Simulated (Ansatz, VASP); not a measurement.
One calculation of Ga, two programs

The input INCAR:

```
SYSTEM = Ga
PREC = Accurate ; ENCUT = 520
EDIFF = 1E-8 ; ISMEAR = -1
SIGMA = 0.05 ; LREAL = Auto
LASPH = .TRUE. ; NELM = 60
ALGO = Normal ; ISIF = 2
LWAVE = .FALSE. ; LCHARG = .FALSE.
GGA = PS ; LEFG = .TRUE.
NBANDS = 118
```

KPOINTS

```
regular mesh
0
G
  3 3 3
  0 0 0
```

The input POSCAR:

```
Ga
1.0
    0.0000000000      7.6610000000      4.5240000000
    0.0000000000     -7.6610000000      4.5240000000
    4.5230000000      0.0000000000     -4.5240000000
Ga
16
Direct
    0.1179500000      0.4630500000      0.5000000000
    0.6179500000      0.9630500000      0.5000000000
    0.6179500000      0.4630500000      0.0000000000
    0.1179500000      0.9630500000      0.0000000000
    0.4630500000      0.6179500000      0.5000000000
    0.9630500000      0.1179500000      0.5000000000
    0.9630500000      0.6179500000      0.0000000000
    0.4630500000      0.1179500000      0.0000000000
    0.8820500000      0.5369500000      0.5000000000
    0.3820500000      0.0369500000      0.5000000000
    0.3820500000      0.5369500000      0.0000000000
    0.8820500000      0.0369500000      0.0000000000
    0.5369500000      0.3820500000      0.5000000000
    0.0369500000      0.8820500000      0.5000000000
    0.0369500000      0.3820500000      0.0000000000
    0.5369500000      0.8820500000      0.0000000000
```

Input for Ansatz:

```yaml
crystal:
  lattice:
    - [0.0, 7.661, 4.524]
    - [0.0, -7.661, 4.524]
    - [4.523, 0.0, -4.524]
  atoms:
    - { symbol: Ga, position: [0.11795, 0.46305, 0.5] }
    - { symbol: Ga, position: [0.61795, 0.96305, 0.5] }
    - { symbol: Ga, position: [0.61795, 0.46305, 0.0] }
    - { symbol: Ga, position: [0.11795, 0.96305, 0.0] }
    - { symbol: Ga, position: [0.46305, 0.61795, 0.5] }
    - { symbol: Ga, position: [0.96305, 0.11795, 0.5] }
    - { symbol: Ga, position: [0.96305, 0.61795, 0.0] }
    - { symbol: Ga, position: [0.46305, 0.11795, 0.0] }
    - { symbol: Ga, position: [0.88205, 0.53695, 0.5] }
    - { symbol: Ga, position: [0.38205, 0.03695, 0.5] }
    - { symbol: Ga, position: [0.38205, 0.53695, 0.0] }
    - { symbol: Ga, position: [0.88205, 0.03695, 0.0] }
    - { symbol: Ga, position: [0.53695, 0.38205, 0.5] }
    - { symbol: Ga, position: [0.03695, 0.88205, 0.5] }
    - { symbol: Ga, position: [0.03695, 0.38205, 0.0] }
    - { symbol: Ga, position: [0.53695, 0.88205, 0.0] }
kpoints:
  mp_grid: { grid: [3, 3, 3] }
scf:
  occupations: { method: fermi_dirac, width: 0.05 }
hamiltonian:
  xc: pbesol
  pseudopotentials: { kind: paw, azcp: { folder: soft_1 } }
output:
  forces: true
  efg: { quadrupole_moments_barn: { Ga: 0.107 }, contact_densities: true }
  core_levels: { shells: { Ga: "2p" }, counted_from: fermi_level, add_spin: always }
```

Alike in both runs: task electric field gradients; functional PBEsol; k mesh 3 × 3 × 3; occupations fermi-dirac, width 0.05 eV; no spin polarisation.

```csv
,VASP,Ansatz
version,VASP 6.6.1,Ansatz 0.2.0
potentials or method,"VASP PAW PBE potentials, release 64 (Ga_d)","plane-wave PAW, scalar-relativistic"
plane-wave cutoff (eV),520,420
valence electrons in the cell,208,208
```

```tsv
	VASP	Ansatz	Ansatz less VASP
rms of the force components (eV/Å)	0.067	0.069	+0.0028
size of Vzz on the site where it differs most (V/Å²)	43.2	45.5	+2.30
```

VASP's potentials were made for PBE, not for PBEsol, and Ansatz warns of the same on its side. Atom by atom the forces differ by 0.003 eV/Å (rms over components).

The k mesh is coarse, so the values compare programs but aren't converged.
